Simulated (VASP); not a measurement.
Set up this calculation in VASP 6.6.1, as the native input.

* Task: single point
* Functional: r2SCAN
* Potentials or basis: VASP PAW PBE potentials, release 64 (Mg_sv, S)
* Cutoff: 750 eV
* k mesh: 8 × 8 × 8
* Occupations: gaussian, width 0.01 eV
* Spin: no spin polarisation
* Dipole correction: no
* Mended: yes
* Further INCAR settings: ALGO = Normal; EDIFF = 1e-06; NBANDS = 15

Crystal: MgS.

```xyz
2
Lattice="0.0000 2.9441 2.9441 2.9441 0.0000 2.9441 2.9441 2.9441 0.0000" Properties=species:S:1:pos:R:3 pbc="T T T"
Mg    0.0000    0.0000    0.0000
S     1.4721    1.4721    1.4721
```

This cell differs from its parent crystal: strain +4.0%.

The input as run:

POSCAR

```
MgS
1.0
    0.0000000000      2.9441119149      2.9441119149
    2.9441119149      0.0000000000      2.9441119149
    2.9441119149      2.9441119149      0.0000000000
Mg S
1 1
Direct
    0.0000000000      0.0000000000      0.0000000000
    0.2500000000      0.2500000000      0.2500000000
```

INCAR.step1

```
ALGO = Normal ; EDIFF = 1E-5
ENCUT = 750 ; GGA = PE
GGA_COMPAT = F ; ISMEAR = 0
LASPH = T ; LCHARG = F
LREAL = F ; LWAVE = T
NBANDS = 15 ; NELM = 120
PREC = Accurate ; SIGMA = 0.01
```

INCAR.step2

```
ALGO = Normal ; EDIFF = 1E-6
ENCUT = 750 ; GGA_COMPAT = F
ISIF = 2 ; ISMEAR = 0
ISTART = 1 ; LASPH = T
LCHARG = F ; LMIXTAU = T
LREAL = F ; LWAVE = F
METAGGA = R2SCAN ; NBANDS = 15
NELM = 120 ; PREC = Accurate
SIGMA = 0.01
```

KPOINTS

```
k-points
0
Gamma
  8 8 8
```

Potentials or basis: VASP PAW PBE potentials, release 64 (Mg_sv, S).

Launch:

```bash
$ cat potpaw_PBE.64/Mg_sv/POTCAR potpaw_PBE.64/S/POTCAR > POTCAR
$ cp INCAR.step1 INCAR
$ mpirun -np 1 vasp_std > vasp.out
$ cp INCAR.step2 INCAR
$ mpirun -np 1 vasp_std > vasp.out
```

Results of the run:

```
Pressure               : -5.7 GPa
Band gap on the k mesh : 3.55 eV
```

Caveat: the cell differs from its parent crystal (strain +4.0%); the cell stands under tension; the PAW data sets were made with another functional, which shifts forces and pressure a little.

It took 2.4 min on 1 thread of AMD EPYC 9R45 96-Core Processor (Zen 5), on a shared host, peak memory 0.23 GiB.
